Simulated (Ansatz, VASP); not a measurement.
## In in VASP and in Ansatz

```
CELL_PARAMETERS angstrom
-1.62615 1.62615 2.52343
1.62615 -1.62615 2.52343
1.62615 1.62615 -2.52343
ATOMIC_POSITIONS crystal
In 0.00000 0.00000 0.00000
```

Change from the starting cell: zz strain of +2 %, PAW files.

Alike in both runs: task electric field gradients; functional LDA; k mesh 14 × 14 × 14; occupations fermi-dirac, width 0.05 eV; no spin polarisation.

```csv
,VASP,Ansatz
version,VASP 6.6.1,Ansatz 0.2.0
potentials or method,"VASP PAW LDA potentials, release 64 (In_d)","PAW with Ansatz's default frozen-core files, scalar-relativistic"
plane-wave cutoff (eV),520,420
valence electrons in the cell,13,13
```

|  | VASP | Ansatz | Ansatz less VASP |
| --- | --- | --- | --- |
| pressure (GPa) | -3.4 | -3.3 | +0.01 |
| traceless stress, the component that is largest in VASP (GPa) | 0.04 | 0.05 | +0.013 |
| size of Vzz on the site where it differs most (V/Å²) | 29.5 | 29.3 | -0.21 |

LDA's correlation is that of Perdew and Zunger in VASP and of Perdew and Wang (1992) in Ansatz.
